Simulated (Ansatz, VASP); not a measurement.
## TaSi2: VASP beside Ansatz

INCAR

```
SYSTEM = TaSi2
ALGO = Fast
EDIFF = 1E-7
ENCUT = 520
GGA = PS
ISIF = 2
ISMEAR = 0
LASPH = .True.
LCHARG = .False.
LREAL = .False.
LWAVE = .False.
NBANDS = 38
NELM = 60
PREC = Accurate
SIGMA = 0.15
```

File KPOINTS:

```
k-points
0
Gamma
  9 9 6
  0 0 0
```

The input POSCAR:

```
TaSi2
1.0
    4.7613605622      0.0000000000      0.0000000000
   -2.3806802811      4.1234592035      0.0000000000
    0.0000000000      0.0000000000      6.5581204410
Ta Si
3 6
Direct
    0.4101097272      0.0000000000     -0.0326313007
    0.5000000000      0.5000000000      0.6666666667
    0.0000000000      0.5000000000      0.3333333333
    0.1592624125      0.3185248251      0.0000000000
    0.8407375875      0.1592624125      0.6666666667
    0.6814751749      0.8407375875      0.3333333333
    0.8407375875      0.6814751749      0.0000000000
    0.1592624125      0.8407375875      0.6666666667
    0.3185248251      0.1592624125      0.3333333333
```

Input for Ansatz:

```yaml
crystal:
  lattice:
    - [4.7613605622, 0.0, 0.0]
    - [-2.3806802811, 4.1234592035, 0.0]
    - [0.0, 0.0, 6.558120441]
  atoms:
    - { symbol: Ta, position: [0.4101097272, 0.0, -0.0326313007] }
    - { symbol: Ta, position: [0.5, 0.5, 0.6666666667] }
    - { symbol: Ta, position: [0.0, 0.5, 0.3333333333] }
    - { symbol: Si, position: [0.1592624125, 0.3185248251, 0.0] }
    - { symbol: Si, position: [0.8407375875, 0.1592624125, 0.6666666667] }
    - { symbol: Si, position: [0.6814751749, 0.8407375875, 0.3333333333] }
    - { symbol: Si, position: [0.8407375875, 0.6814751749, 0.0] }
    - { symbol: Si, position: [0.1592624125, 0.8407375875, 0.6666666667] }
    - { symbol: Si, position: [0.3185248251, 0.1592624125, 0.3333333333] }
basis:
  ecutwfc: 420
kpoints:
  mp_grid: { grid: [9, 9, 6] }
hamiltonian:
  xc: pbesol
  pseudopotentials: { kind: paw, azcp: { folder: soft_1 } }
scf:
  occupations: { method: gaussian, width: 0.15 }
output:
  forces: true
  stress: true
  eigenvalues: true
```

Alike in both runs: task single point; functional PBEsol; k mesh 9 × 9 × 6; occupations gaussian, width 0.15 eV; no spin polarisation.

|  | VASP | Ansatz |
| --- | --- | --- |
| version | VASP 6.6.1 | Ansatz 0.2.0 |
| potentials or method | VASP PAW PBE potentials, release 64 (Ta_pv, Si), cutoff 520 eV | scalar-relativistic, plane waves, PAW |
| valence electrons in the cell | 57 | 63 |

|  | VASP | Ansatz | Ansatz less VASP |
| --- | --- | --- | --- |
| gap on the k mesh at the Fermi level (eV) | none | none | - |
| pressure (GPa) | 8.2 | 8.0 | -0.24 |
| traceless stress, the component that is largest in VASP (GPa) | 4.11 | 4.11 | +0.004 |
| rms of the force components (eV/Å) | 2.331 | 2.323 | -0.0078 |

VASP's potentials were made for PBE, not for PBEsol, and Ansatz warns of the same on its side. Atom by atom the forces differ by 0.008 eV/Å (rms over components). A gap of «none» marks a metal or a gap that the smearing closes. VASP's potentials hold 57 valence electrons a cell and Ansatz's 63, so a difference there can come from the potentials and not from the codes.

Spin-orbit coupling is off throughout.
